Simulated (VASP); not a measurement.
# Ge in VASP: single point with PBE+D3(BJ)

Aim: the single point of Ge with PBE+D3(BJ).

All numbers are computed with VASP 6.6.1; they aren't measurements. Logs are shortened: lines on timing, memory, paths and dates and some standing lists are left out, and cuts for length are marked.

### 1 The cell of the first run

The cell holds a slab with vacuum, 16 atoms: a = 8.060 Å, b = 5.699 Å, c = 26.381 Å, α = 90.00°, β = 90.00°, γ = 90.00°.

### 2 Single point, PBE+D3(BJ)

Input file INCAR:

```
SYSTEM = Ge
PREC     = Accurate       ! precision mode
ENCUT    = 520            ! plane-wave cutoff, eV
EDIFF    = 1E-7           ! SCF threshold, eV
ISMEAR   = 0              ! smearing method
SIGMA    = 0.1            ! smearing width, eV
LREAL    = Auto         
LASPH    = .TRUE.         ! aspherical terms in the spheres
NELM     = 60             ! most SCF steps
ALGO     = Fast           ! electronic algorithm
ISIF     = 2              ! what is computed and relaxed
LWAVE    = .FALSE.        ! write WAVECAR
LCHARG   = .TRUE.         ! write CHGCAR
LDIPOL   = .TRUE.       
IDIPOL   = 3            
DIPOL    = 0.5 0.5 0.418
GGA      = PE             ! functional
IVDW     = 12             ! dispersion correction
LELF     = .TRUE.         ! ELF
LVHAR    = .TRUE.       
LVACPOTAV= .TRUE.       
NBANDS   = 126            ! bands
```

Input file KPOINTS:

```
regular mesh
0
G
  3 4 1
  0 0 0
```

Input file POSCAR:

```
Ge
1.0
    8.0601468051      0.0000000000      0.0000000000
    0.0000000000      5.6993844632      0.0000000000
    0.0000000000      0.0000000000     26.3814101038
Ge
16
Direct
    0.2500000000      0.0000000000      0.3032438360
    0.7500000000      0.0000000000      0.3032438360
    0.5000000000      0.2500000000      0.3032438360
    0.0000000000      0.2500000000      0.3032438360
    0.5000000000      0.5000000000      0.3796247684
    0.0000000000      0.5000000000      0.3796247684
    0.7500000000      0.7500000000      0.3796247684
    0.2500000000      0.7500000000      0.3796247684
    0.7498155219     -0.0162806395      0.4608940530
    0.2502023371     -0.0131208281      0.4604664793
   -0.0006108793      0.2404618846      0.4547433625
    0.5005737406      0.2406485188      0.4557502408
   -0.0012646306      0.5591591454      0.5182624397
    0.5007446503      0.5574114030      0.5185371100
    0.2514532661      0.7835428180      0.5451636353
    0.7479019742      0.7855143138      0.5466738272
```

Potentials or basis: VASP PAW PBE potentials, release 64 (Ge_d).

The run is started by

```console
$ cat potpaw_PBE.64/Ge_d/POTCAR > POTCAR
$ mpirun -np 1 vasp_std > vasp.out
```

OUTCAR:

```text
SYSTEM = Ge
   PREC = Accurate
   ENCUT = 520
   EDIFF = 1E-7
   ISMEAR = 0
   LREAL = Auto
   LASPH = .TRUE.
   NELM = 60
   ISIF = 2
   GGA = PE
   IVDW = 12
 IVDW          = 12

 ion  position               nearest neighbor table
   1  0.250  0.000  0.303-   3 2.47   4 2.47   8 2.47
   2  0.750  0.000  0.303-   3 2.47   4 2.47   7 2.47
   3  0.500  0.250  0.303-   1 2.47   2 2.47   5 2.47
   4  0.000  0.250  0.303-   1 2.47   2 2.47   6 2.47
   5  0.500  0.500  0.380-   7 2.47   8 2.47   3 2.47  12 2.49
   6  0.000  0.500  0.380-   7 2.47   8 2.47   4 2.47  11 2.47
   7  0.750  0.750  0.380-   5 2.47   6 2.47   2 2.47   9 2.52
   8  0.250  0.750  0.380-   5 2.47   6 2.47   1 2.47  10 2.52
   9  0.750  0.984  0.461-  12 2.49  11 2.49   7 2.52  16 2.53
  10  0.250  0.987  0.460-  12 2.49  11 2.49  15 2.52   8 2.52
  11  0.999  0.240  0.455-  13 2.47   6 2.47  10 2.49   9 2.49
  12  0.501  0.241  0.456-  14 2.45  10 2.49   9 2.49   5 2.49
  13  0.999  0.559  0.518-  11 2.47  15 2.51  16 2.51
  14  0.501  0.557  0.519-  12 2.45  15 2.49  16 2.49
  15  0.251  0.784  0.545-  14 2.49  13 2.51  10 2.52
  16  0.748  0.786  0.547-  14 2.49  13 2.51   9 2.53

  LATTYP: Found a simple orthorhombic cell.
 ALAT       =     5.6993844632
 B/A-ratio  =     1.4142135624
 C/A-ratio  =     4.6288174230

  Lattice vectors:

 A1 = (   0.0000000000,  -5.6993844632,   0.0000000000)
 A2 = (   8.0601468051,   0.0000000000,   0.0000000000)
 A3 = (   0.0000000000,   0.0000000000,  26.3814101038)

Analysis of symmetry for initial positions (statically):
=====================================================================
 Subroutine PRICEL returns:
 Original cell was already a primitive cell.

 Routine SETGRP: Setting up the symmetry group for a
 simple orthorhombic supercell.

 Subroutine GETGRP returns: Found  1 space group operations
 (whereof  1 operations were pure point group operations)
 out of a pool of  8 trial point group operations.

The static configuration has the point symmetry C_1 .

Analysis of symmetry for dynamics (positions and initial velocities):
=====================================================================
 Subroutine PRICEL returns:
 Original cell was already a primitive cell.

 Routine SETGRP: Setting up the symmetry group for a
 simple orthorhombic supercell.

 Subroutine GETGRP returns: Found  1 space group operations
 (whereof  1 operations were pure point group operations)
 out of a pool of  8 trial point group operations.

[... 120 lines left out ...]
   PSTRESS=    0.0 pullay stress
   NELECT =     224.0000    total number of electrons
   NUPDOWN=      -1.0000    fix difference up-down
   EMIN   =  10.00;   EMAX   =-10.00  energy-range for DOS
   EFERMI =   0.00;   METHOD = LEGACY
   ISMEAR =     0;   SIGMA  =   0.10  broadening in eV -4-tet -1-fermi 0-gaus
   EFERMI_NEDOS =   21; number of points for ismear=-14 and -15
   IALGO  =     68    algorithm
   IMIX   =      4    mixing-type and parameters
     AMIX     =   0.40;   BMIX     =  1.00
     AMIX_MAG =   1.60;   BMIX_MAG =  1.00
  volume/ion in A,a.u.               =      75.74       511.15
  Fermi-wavevector in a.u.,A,eV,Ry     =   0.932541  1.762247 11.832068  0.869632
  Thomas-Fermi vector in A             =   2.059149
   LORBIT       =      0    0 simple, 1 ext, 2 COOP (PROOUT), +10 PAW based schemes
   GGA     = PE    functional components
   LHFCALC =     F    Hartree Fock is set to
   AEXX    =    0.0000 exact exchange contribution
   IVDW    =    12    specifies the selected vdW correction
   LEPSILON=     F    determine dielectric tensor
   LRPA    =     F    only Hartree local field effects (RPA)
 non-spin polarized calculation
 RMM-DIIS sequential band-by-band and
 Gauss-broadening in eV      SIGMA  =   0.10
  energy-cutoff  :      520.00
  volume of cell :     1211.91
 maximum number of plane-waves:     32658
   NGX = 29   NGY = 21   NGZ = 99

 dipolmoment           0.000000      0.000000      0.166448 electrons x Angstroem

 number of electron     223.9999730 magnetization

 dipolmoment           0.000000      0.000000     -0.028875 electrons x Angstroem

 Free energy of the ion-electron system (eV)
  ---------------------------------------------------
  ext. energy  EPLUGINS =         0.00000000
  ---------------------------------------------------
  free energy    TOTEN  =       -65.87247865 eV

  energy without entropy =      -65.79356619  energy(sigma->0) =      -65.83302242

 E-fermi :  -1.8551     XC(G=0):  -3.6239

 val. band max:       -1.8797416401   @ k =   0.0000   0.0000   0.0000
 cond. band min:      -1.8489765502   @ k =   0.3333   0.0000   0.0000
 fundamental gap:      0.0307650899
 Fermi energy:        -1.8550547766

 k-point     1 :       0.0000    0.0000    0.0000
  band No.  band energies     occupation
      1     -26.5065      2.00000
      2     -26.4982      2.00000
      3     -26.4881      2.00000
      4     -26.4851      2.00000
      5     -26.4834      2.00000
      6     -26.4773      2.00000
[... 878 lines left out ...]
    123       1.5521      0.00000
    124       1.7072      0.00000
 [bands above 124 left out]

------------------------ aborting loop because EDIFF is reached ----------------------------------------

 Edisp (eV)   -3.64082

 E8    (eV) :    -1.6895

  FORCE on cell =-STRESS in cart. coord.  units (eV):
  Direction    XX          YY          ZZ          XY          YZ          ZX
  --------------------------------------------------------------------------------------
  -------------------------------------------------------------------------------------
  Total      -0.72505    -2.48156     0.52072     0.01768     0.19018     0.01283
  in kB      -0.95854    -3.28070     0.68841     0.02338     0.25143     0.01697
  external pressure =       -1.18 kB  Pullay stress =        0.00 kB

 VOLUME and BASIS-vectors are now :
 -----------------------------------------------------------------------------
  energy-cutoff  :      520.00
  volume of cell :     1211.91
      direct lattice vectors                 reciprocal lattice vectors
     8.060146805  0.000000000  0.000000000     0.124067219  0.000000000  0.000000000
     0.000000000  5.699384463  0.000000000     0.000000000  0.175457544  0.000000000
     0.000000000  0.000000000 26.381410104     0.000000000  0.000000000  0.037905480

 POSITION                                       TOTAL-FORCE (eV/Angst)
 -----------------------------------------------------------------------------------
      2.01504      0.00000      8.00000         0.001274      0.118121      0.088189
      6.04511      0.00000      8.00000        -0.001683      0.102294      0.074550
      4.03007      1.42485      8.00000        -0.002060     -0.164549     -0.263938
      0.00000      1.42485      8.00000         0.002878     -0.188693     -0.261714
      4.03007      2.84969     10.01504         0.007422     -0.173234      0.190794
      0.00000      2.84969     10.01504        -0.007667     -0.100751      0.106685
[... 8 lines left out ...]
      2.02675      4.46571     14.38219        -0.098200     -0.029613      0.017374
      6.02820      4.47695     14.42203         0.103643     -0.037074     -0.021671
 -----------------------------------------------------------------------------------
    total drift:                               -0.002065     -0.000404     -0.019512

  FREE ENERGIE OF THE ION-ELECTRON SYSTEM (eV)
  ---------------------------------------------------
  free  energy   TOTEN  =       -69.5133021001 eV

  energy  without entropy=      -69.4343896343  energy(sigma->0) =      -69.47384587

 vacuum level on the upper side and lower side of the slab         2.720         2.834
```

Wall time 61 min (1 thread of Oxide Virtual Turin-like, shared host); peak memory 1.2 GiB.

Results:

```yaml
Free_energy: -69.5133 eV
Largest_force: 0.323 eV/Å
Band_gap_on_the_k_mesh: zero (bands 112 and 113 overlap by 0.13 eV)
Dispersion_energy_per_atom: -0.228 eV
```

Forces on the atoms (eV/Å):
```
Ge   0.001  0.118  0.088
Ge  -0.002  0.102  0.075
Ge  -0.002 -0.165 -0.264
Ge   0.003 -0.189 -0.262
Ge   0.007 -0.173  0.191
Ge  -0.008 -0.101  0.107
Ge  -0.007  0.215 -0.001
Ge   0.007  0.208 -0.006
Ge   0.018 -0.045  0.004
Ge  -0.020 -0.043  0.002
Ge  -0.005  0.031  0.180
Ge   0.007  0.035 -0.022
Ge  -0.008  0.050 -0.040
Ge   0.003  0.023 -0.048
Ge  -0.098 -0.030  0.017
Ge   0.104 -0.037 -0.022
```

The gap in the log of VASP goes by the Fermi energy; the results here count the filled bands.